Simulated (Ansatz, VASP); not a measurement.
**One calculation of Mo, two programs**

The input INCAR:

```
PREC     = Accurate       # precision mode
ENCUT    = 520            # plane-wave cutoff, eV
EDIFF    = 1E-6           # SCF threshold, eV
ISMEAR   = 0              # smearing method
SIGMA    = 0.6            # smearing width, eV
LREAL    = F              # projectors in reciprocal space
LASPH    = T              # aspherical terms in the spheres
NELM     = 60             # most SCF steps
ALGO     = Normal         # electronic algorithm
ISIF     = 2              # what is computed and relaxed
LWAVE    = F              # write WAVECAR
LCHARG   = F              # write CHGCAR
GGA      = PE             # functional
NBANDS   = 13             # bands
```

The input KPOINTS:

```
regular mesh
0
Gamma
  14 14 14
```

POSCAR

```
Mo
1.0
   -1.5813793950      1.5813793950      1.5813793950
    1.5813793950     -1.5813793950      1.5813793950
    1.5813793950      1.5813793950     -1.5813793950
Mo
1
Direct
    0.0000000000      0.0000000000      0.0000000000
```

Input for Ansatz:

```yaml
crystal:
  lattice:
    - [-1.581379395, 1.581379395, 1.581379395]
    - [1.581379395, -1.581379395, 1.581379395]
    - [1.581379395, 1.581379395, -1.581379395]
  atoms:
    - { symbol: Mo, position: [0.0, 0.0, 0.0] }
hamiltonian:
  xc: pbe
  pseudopotentials:
    kind: paw
    azcp:
      Mo: "pseudopotentials/Mo.paw.azcp"
basis:
  ecutwfc: 420
  fft_grid_basis: typed
kpoints:
  mp_grid: { grid: [14, 14, 14], shift: [0, 0, 0] }
magnetization:
  spin_polarized: false
scf:
  occupations: { method: gaussian, width: 0.6 }
  lower_state_search: "off"
output:
  stress: true
```

Alike in both runs: task single point; functional PBE; k mesh 14 × 14 × 14; occupations gaussian, width 0.6 eV; no spin polarisation.

|  | VASP | Ansatz |
| --- | --- | --- |
| version | VASP 6.6.1 | Ansatz 0.2.0 |
| potentials or method | VASP PAW PBE potentials, release 64 (Mo_sv), cutoff 520 eV | plane waves (420 eV) with PAW, scalar-relativistic |
| valence electrons in the cell | 14 | 14 |

Ansatz gave:

* pressure (GPa): 0.0

Task: Estimate VASP's values.

Result: Pressure (GPa): 0.5.

The functional is the same, so the differences come from potentials, cutoffs and numerics.
